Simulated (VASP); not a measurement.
# LiTa16 (a cell with a defect) in VASP: single point with PBE

Aim: the single point of LiTa16 (a cell with a defect) with PBE.

Program: VASP 6.6.1. These are calculated values, not measurements. Logs are shortened: lines on timing, memory, paths and dates and some standing lists are left out, and cuts for length are marked.

### Step 1. The cell of the first run

The cell holds a defect, 17 atoms: a = 6.620 Å, b = 6.620 Å, c = 6.620 Å, α = 90.00°, β = 90.00°, γ = 90.00°.

### Step 2. Single point, PBE

Contents of INCAR:

```
SYSTEM = LiTa16
PREC = Accurate
ENCUT = 520
EDIFF = 1E-6
ISMEAR = -1
SIGMA = 0.05
LREAL = Auto
LASPH = .True.
NELM = 60
ALGO = Normal
ISIF = 2
LWAVE = .False.
LCHARG = .False.
GGA = PE
NBANDS = 104
```

Contents of KPOINTS:

```
regular mesh
0
Gamma
  2 2 2
  0 0 0
```

Contents of POSCAR:

```
LiTa16
1.0
    6.6200000000      0.0000000000      0.0000000000
    0.0000000000      6.6200000000      0.0000000000
    0.0000000000      0.0000000000      6.6200000000
Ta Li
16 1
Direct
   -0.0071820290      0.0019299322      0.0000408549
    0.4782178289     -0.0349972190      0.0000373803
   -0.0072029834      0.4968305556      0.0000402567
    0.0096270568     -0.0041602676      0.5000433960
    0.2579303366      0.2493883199      0.2474915070
    0.4784626222      0.5335622555      0.0000337929
    0.5010043307     -0.0039311999      0.5000393870
    0.7723985006      0.2494674369      0.2843347324
    0.0096247255      0.5029908888      0.5000446009
    0.2411124803      0.7493414871      0.2536142990
    0.2579328113      0.2493898048      0.7525905629
    0.5010496346      0.5027553101      0.5000360339
    0.7497137510      0.7494244222      0.2533768533
    0.7723823410      0.2494734016      0.7157594569
    0.2411134756      0.7493419141      0.7464631002
    0.7497106726      0.7494281301      0.7467009631
    0.6253781448      0.2490643275      0.0000615225
```

Potentials or basis: VASP PAW PBE potentials, release 64 (Ta_pv, Li_sv).

Run with:

```console
cat potpaw_PBE.64/Ta_pv/POTCAR potpaw_PBE.64/Li_sv/POTCAR > POTCAR
mpirun -np 1 vasp_std > vasp.out
```

OUTCAR:

```text
SYSTEM = LiTa16
   PREC = Accurate
   ENCUT = 520
   EDIFF = 1E-6
   ISMEAR = -1
   LREAL = Auto
   LASPH = .True.
   NELM = 60
   ISIF = 2
   GGA = PE

 ion  position               nearest neighbor table
   1  0.993  0.002  0.000-  13 2.86  16 2.86  10 2.88  15 2.88   8 2.89  14 2.89   5 2.91  11 2.91
                            17 2.93   2 3.22   3 3.28   4 3.31   4 3.31   3 3.34   2 3.42
   2  0.478  0.965  0.000-  17 2.12  15 2.71  10 2.71  16 2.84  13 2.84   6 2.86  11 2.89   5 2.89
                             1 3.22  14 3.30   8 3.30   7 3.32   7 3.32   1 3.42
   3  0.993  0.497  0.000-  13 2.86  16 2.86  10 2.88  15 2.88  14 2.89   8 2.89  11 2.91   5 2.91
                            17 2.93   6 3.22   1 3.28   9 3.31   9 3.31   1 3.34   6 3.41
   4  0.010  0.996  0.500-   8 2.71  14 2.71  15 2.77  10 2.77  16 2.88  13 2.88  11 2.88   5 2.88
                             7 3.25   9 3.26   1 3.31   1 3.31   9 3.36   7 3.37
   5  0.258  0.249  0.247-   7 2.86  12 2.86   4 2.88   9 2.88   6 2.89   2 2.89   1 2.91   3 2.91
                            17 2.93   8 3.22  11 3.28  10 3.31  10 3.31  11 3.34   8 3.41
   6  0.478  0.534  0.000-  17 2.12  15 2.71  10 2.71  16 2.84  13 2.84   2 2.86  11 2.89   5 2.89
                             3 3.22  14 3.30   8 3.30  12 3.32  12 3.32   3 3.41
   7  0.501  0.996  0.500-  16 2.84  13 2.84   8 2.84  14 2.84   5 2.86  11 2.86  15 2.88  10 2.88
                             4 3.25  12 3.27   2 3.32   2 3.32  12 3.35   4 3.37
   8  0.772  0.249  0.284-  17 2.12   9 2.71   4 2.71  12 2.84   7 2.84  14 2.86   3 2.89   1 2.89
                             5 3.22   6 3.30   2 3.30  13 3.32  13 3.32   5 3.41
   9  0.010  0.503  0.500-   8 2.71  14 2.71  15 2.77  10 2.77  16 2.88  13 2.88  11 2.88   5 2.88
                            12 3.25   4 3.26   3 3.31   3 3.31   4 3.36  12 3.37
  10  0.241  0.749  0.254-   2 2.71   6 2.71   9 2.77   4 2.77  12 2.88   7 2.88   3 2.88   1 2.88
                            13 3.25  15 3.26   5 3.31   5 3.31  15 3.36  13 3.37
  11  0.258  0.249  0.753-   7 2.86  12 2.86   4 2.88   9 2.88   6 2.89   2 2.89   1 2.91   3 2.91
                            17 2.93  14 3.22   5 3.28  15 3.31  15 3.31   5 3.34  14 3.41
  12  0.501  0.503  0.500-  13 2.84  16 2.84  14 2.84   8 2.84   5 2.86  11 2.86  10 2.88  15 2.88
                             9 3.25   7 3.27   6 3.32   6 3.32   7 3.35   9 3.37
  13  0.750  0.749  0.253-  12 2.84   7 2.84   6 2.84   2 2.84   1 2.86   3 2.86   4 2.88   9 2.88
                            10 3.25  16 3.27   8 3.32   8 3.32  16 3.35  10 3.37
  14  0.772  0.249  0.716-  17 2.12   9 2.71   4 2.71  12 2.84   7 2.84   8 2.86   3 2.89   1 2.89
                            11 3.22   6 3.30   2 3.30  16 3.32  16 3.32  11 3.41
  15  0.241  0.749  0.746-   2 2.71   6 2.71   9 2.77   4 2.77  12 2.88   7 2.88   3 2.88   1 2.88
                            16 3.25  10 3.26  11 3.31  11 3.31  10 3.36  16 3.37
  16  0.750  0.749  0.747-  12 2.84   7 2.84   6 2.84   2 2.84   1 2.86   3 2.86   4 2.88   9 2.88
                            15 3.25  13 3.27  14 3.32  14 3.32  13 3.35  15 3.37
  17  0.625  0.249  0.000-   2 2.12   8 2.12  14 2.12   6 2.12   1 2.93   5 2.93  11 2.93   3 2.93

  LATTYP: Found a simple cubic cell.
 ALAT       =     6.6200000000

  Lattice vectors:

 A1 = (   6.6200000000,   0.0000000000,   0.0000000000)
 A2 = (   0.0000000000,   6.6200000000,   0.0000000000)
 A3 = (   0.0000000000,   0.0000000000,   6.6200000000)

Analysis of symmetry for initial positions (statically):
=====================================================================
 Subroutine PRICEL returns:
 Original cell was already a primitive cell.

 Routine SETGRP: Setting up the symmetry group for a
 simple cubic supercell.

 Subroutine GETGRP returns: Found  1 space group operations
 (whereof  1 operations were pure point group operations)
 out of a pool of 48 trial point group operations.

The static configuration has the point symmetry C_1 .

Analysis of symmetry for dynamics (positions and initial velocities):
=====================================================================
 Subroutine PRICEL returns:
 Original cell was already a primitive cell.

 Routine SETGRP: Setting up the symmetry group for a
 simple cubic supercell.

 Subroutine GETGRP returns: Found  1 space group operations
 (whereof  1 operations were pure point group operations)
 out of a pool of 48 trial point group operations.

The dynamic configuration has the point symmetry C_1 .

 Subroutine INISYM returns: Found  1 space group operations
 (whereof  1 operations are pure point group operations),
 and found     1 'primitive' translations

----------------------------------------------------------------------------------------

                                     Primitive cell

  volume of cell :     290.1175

  direct lattice vectors                    reciprocal lattice vectors
     6.620000000  0.000000000  0.000000000     0.151057402  0.000000000  0.000000000
     0.000000000  6.620000000  0.000000000     0.000000000  0.151057402  0.000000000
[... 61 lines left out ...]

  Shift w.r.t. Gamma in fractional coordinates (k-lattice)
     0.000000000  0.000000000  0.000000000

 Subroutine IBZKPT returns following result:
 ===========================================

 Found      8 irreducible k-points:

 Following reciprocal coordinates:
            Coordinates               Weight
  0.000000  0.000000  0.000000      1.000000
  0.500000  0.000000  0.000000      1.000000
  0.000000  0.500000  0.000000      1.000000
  0.000000  0.000000  0.500000      1.000000
  0.500000  0.500000  0.000000      1.000000
  0.000000  0.500000  0.500000      1.000000
  0.500000  0.000000  0.500000      1.000000
  0.500000  0.500000  0.500000      1.000000
   k-points           NKPTS =      8   k-points in BZ     NKDIM =      8   number of bands    NBANDS=    104
   number of dos      NEDOS =    301   number of ions     NIONS =     17
   total plane-waves  NPLWV = 125000
   dimension x,y,z NGX =    50 NGY =   50 NGZ =   50
   dimension x,y,z NGXF=   100 NGYF=  100 NGZF=  100
   ions per type =              16   1
   NGX,Y,Z   is equivalent  to a cutoff of  12.56, 12.56, 12.56 a.u.
   NGXF,Y,Z  is equivalent  to a cutoff of  25.11, 25.11, 25.11 a.u.
 SYSTEM =  LiTa16
   PREC   = accura    normal or accurate (medium, high low for compatibility)
   ISTART =      0    job   : 0-new  1-cont  2-samecut
   ICHARG =      2    charge: 1-file 2-atom 10-const
   ISPIN  =      1    spin polarized calculation?
   LNONCOLLINEAR =      F non collinear calculations
   LSORBIT =      F    spin-orbit coupling
   LASPH  =      T    aspherical Exc in radial PAW
   ENCUT  =  520.0 eV  38.22 Ry    6.18 a.u.  12.31 12.31 12.31*2*pi/ulx,y,z
   NELM   =     60;   NELMIN=  2; NELMDL= -5     # of ELM steps
   EDIFF  = 0.1E-05   stopping-criterion for ELM
   LREAL  =      T    real-space projection
   EDIFFG = 0.1E-04   stopping-criterion for IOM
   NSW    =      0    number of steps for IOM
   IBRION =     -1    ionic relax: 0-MD 1-quasi-New 2-CG
   NFREE  =      0    steps in history (QN), initial steepest desc. (CG)
   ISIF   =      2    stress and relaxation
   ISYM   =      2    0-nonsym 1-usesym 2-fastsym
   POTIM  = 0.5000    time-step for ionic-motion
   TEBEG  =    0.0;   TEEND  =   0.0 temperature during run
   PSTRESS=    0.0 pullay stress
   NELECT =     179.0000    total number of electrons
   NUPDOWN=      -1.0000    fix difference up-down
   EMIN   =  10.00;   EMAX   =-10.00  energy-range for DOS
   EFERMI =   0.00;   METHOD = LEGACY
   ISMEAR =    -1;   SIGMA  =   0.05  broadening in eV -4-tet -1-fermi 0-gaus
   EFERMI_NEDOS =   21; number of points for ismear=-14 and -15
   IALGO  =     38    algorithm
   IMIX   =      4    mixing-type and parameters
     AMIX     =   0.40;   BMIX     =  1.00
     AMIX_MAG =   1.60;   BMIX_MAG =  1.00
  volume/ion in A,a.u.               =      17.07       115.17
  Fermi-wavevector in a.u.,A,eV,Ry     =   1.393695  2.633702 26.427776  1.942387
  Thomas-Fermi vector in A             =   2.517316
   LORBIT       =      0    0 simple, 1 ext, 2 COOP (PROOUT), +10 PAW based schemes
   GGA     = PE    functional components
   LHFCALC =     F    Hartree Fock is set to
   AEXX    =    0.0000 exact exchange contribution
   IVDW    =     0    specifies the selected vdW correction
   LEPSILON=     F    determine dielectric tensor
   LRPA    =     F    only Hartree local field effects (RPA)
 non-spin polarized calculation
  energy-cutoff  :      520.00
  volume of cell :      290.12
 maximum number of plane-waves:      7856
 NGX is ok and might be reduce to    50
   NGX = 25   NGY = 25   NGZ = 25

 number of electron     178.9999977 magnetization

 Free energy of the ion-electron system (eV)
  ---------------------------------------------------
  ext. energy  EPLUGINS =         0.00000000
  ---------------------------------------------------
  free energy    TOTEN  =      -187.73331653 eV

  energy without entropy =     -187.64722364  energy(sigma->0) =     -187.69027009

 E-fermi :   5.8158     XC(G=0): -12.6412

 val. band max:        5.7359104140   @ k =   0.5000   0.0000   0.5000
 cond. band min:       5.8359133252   @ k =   0.0000   0.5000   0.5000
 fundamental gap:      0.1000029113
 Fermi energy:         5.8158346540

 k-point     1 :       0.0000    0.0000    0.0000
  band No.  band energies     occupation
      1     -41.0562      2.00000
      2     -28.8131      2.00000
      3     -28.6701      2.00000
      4     -28.6346      2.00000
      5     -28.6346      2.00000
      6     -28.6119      2.00000
[... 821 lines left out ...]
    100       8.9706      0.00000
    101       9.2004      0.00000
 [bands above 101 left out]

------------------------ aborting loop because EDIFF is reached ----------------------------------------

  FORCE on cell =-STRESS in cart. coord.  units (eV):
  Direction    XX          YY          ZZ          XY          YZ          ZX
  --------------------------------------------------------------------------------------
  -------------------------------------------------------------------------------------
  Total       12.9207550     15.9671474     15.9550490      0.0181374     -0.0009529      0.0005431
  in kB       71.3550154     88.1787523     88.1119388      0.1001639     -0.0052626      0.0029994
  external PRESSURE =      82.5485689 kB  Pullay stress =       0.0000000 kB

 VOLUME and BASIS-vectors are now :
 -----------------------------------------------------------------------------
  energy-cutoff  :      520.00
  volume of cell :      290.12
      direct lattice vectors                 reciprocal lattice vectors
     6.620000000  0.000000000  0.000000000     0.151057402  0.000000000  0.000000000
     0.000000000  6.620000000  0.000000000     0.000000000  0.151057402  0.000000000
     0.000000000  0.000000000  6.620000000     0.000000000  0.000000000  0.151057402

 POSITION                                       TOTAL-FORCE (eV/Angst)
 -----------------------------------------------------------------------------------
      6.57245      0.01278      0.00027         0.014882     -0.000944      0.000116
      3.16580      6.38832      0.00025         0.000801     -0.001730      0.000016
      6.57232      3.28902      0.00027         0.015039      0.002082      0.000020
      0.06373      6.59246      3.31029         0.014310      0.000021      0.000390
      1.70750      1.65095      1.63839        -0.014365     -0.000072      0.000741
      3.16742      3.53218      0.00022        -0.000808      0.002274      0.000186
[... 9 lines left out ...]
      4.96308      4.96121      4.94316        -0.001339     -0.000363      0.005649
      4.14000      1.64881      0.00041        -0.001841      0.000171     -0.001312
 -----------------------------------------------------------------------------------
    total drift:                                0.003633     -0.001543     -0.000955

  FREE ENERGIE OF THE ION-ELECTRON SYSTEM (eV)
  ---------------------------------------------------
  free  energy   TOTEN  =      -187.7333165350 eV

  energy  without entropy=     -187.6472236374  energy(sigma->0) =     -187.69027009
```

Run time: 5.8 min. Hardware: 1 thread of Intel Xeon Platinum 8488C (Sapphire Rapids), shared host; peak memory 0.44 GiB.

What came out:

| Property | Result |
| --- | --- |
| Free energy | -187.7333 eV |
| Largest force | 0.016 eV/Å |
| Band gap on the k mesh | zero (an odd number of electrons rules out a gap without spin polarisation) |

Forces in eV/Å, atoms in the order of the input:
```
Ta   0.015 -0.001  0.000
Ta   0.001 -0.002  0.000
Ta   0.015  0.002  0.000
Ta   0.014  0.000  0.000
Ta  -0.014  0.000  0.001
Ta  -0.001  0.002  0.000
Ta   0.002  0.005  0.000
Ta   0.001 -0.001  0.001
Ta   0.015  0.000  0.000
Ta  -0.016  0.000  0.001
Ta  -0.014  0.000 -0.001
Ta   0.001 -0.005  0.000
Ta  -0.001  0.000 -0.005
Ta   0.001 -0.001 -0.001
Ta  -0.016  0.000 -0.001
Ta  -0.001  0.000  0.006
Li  -0.002  0.000 -0.001
```

Caveat: the k points lie up to 0.47 Å⁻¹ apart, too coarse for converged energies and pressures of a metal; the cutoff is under 1.25 times the usual one of these potentials, so pressure, stress and relaxed cells hold a basis-set (Pulay) error; spin-orbit coupling is left out, which moves the levels of the heavy elements.

The gap in the log of VASP goes by the Fermi energy; the results here count the filled bands.